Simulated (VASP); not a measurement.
Here is a VASP 6.6.1 calculation.

The input INCAR:

```
SYSTEM = InAs
PREC = Accurate ; ENCUT = 520
EDIFF = 1E-6 ; ISMEAR = 0
SIGMA = 0.15 ; LREAL = .FALSE.
LASPH = .TRUE. ; NELM = 80
ALGO = Normal ; ISIF = 2
LWAVE = .FALSE. ; LCHARG = .FALSE.
GGA = PE ; NBANDS = 16
```

KPOINTS

```
regular mesh
0
G
  14 14 14
  0 0 0
```

POSCAR

```
InAs
1.0
    0.0000000000      2.7334388000      2.7334388000
    2.7334388000      0.0000000000      2.7334388000
    2.7334388000      2.7334388000      0.0000000000
In As
1 1
Direct
    0.5000000000      0.5000000000      0.5000000000
    0.0000000000      0.0000000000      0.0000000000
```

Potentials or basis: VASP PAW PBE potentials, release 64 (In_d, As).

Launch:

```console
$ cat potpaw_PBE.64/In_d/POTCAR potpaw_PBE.64/As/POTCAR > POTCAR
$ mpirun -np 1 vasp_std > vasp.out
```

(1) Estimate the pressure.

(2) Estimate the band gap on the k mesh.

Results:

(1) 13.6 GPa.

(2) zero (bands 9 and 10 overlap by 3.20 eV).

Caveat: the cell differs from its parent crystal (strain -0.050 along x and y, -0.050 along z); the cell stands under pressure; spin-orbit coupling is left out, which moves the levels of the heavy elements.
